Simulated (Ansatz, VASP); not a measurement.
**One calculation of Si2Ge, two programs**

```
Si Ge
1.0
     2.86098    0.00000    0.00000
    -1.43049    2.47768    0.00000
     0.00000    0.00000    7.00794
Si Ge
2 1
Direct
  0.66667 0.33333 0.83333
  0.33333 0.66667 0.16667
  0.00000 0.00000 0.50000
```

Alike in both runs: task relaxation of cell and atoms; functional PBE; k mesh 6 × 6 × 4; occupations gaussian, width 0.1 eV; no spin polarisation.

```csv
,VASP,Ansatz
version,VASP 6.6.1,Ansatz 0.2.0
potentials or method,"VASP PAW PBE potentials, release 64 (Si, Ge_d), cutoff 500 eV","scalar-relativistic, plane waves, PAW"
valence electrons in the cell,22,22
```

|  | VASP | Ansatz | Ansatz less VASP |
| --- | --- | --- | --- |
| gap on the k mesh at the Fermi level, each at its own relaxed structure (eV) | none | none | - |
| relaxed volume (Å³/atom) | 17.01 | 17.06 | +0.047 |
| relaxed cell length with the largest relative difference (Å) | 2.968 | 2.973 | +0.0049 |

A gap of «none» marks a metal or a gap that the smearing closes.

The k mesh is coarse, so the values compare programs but aren't converged.
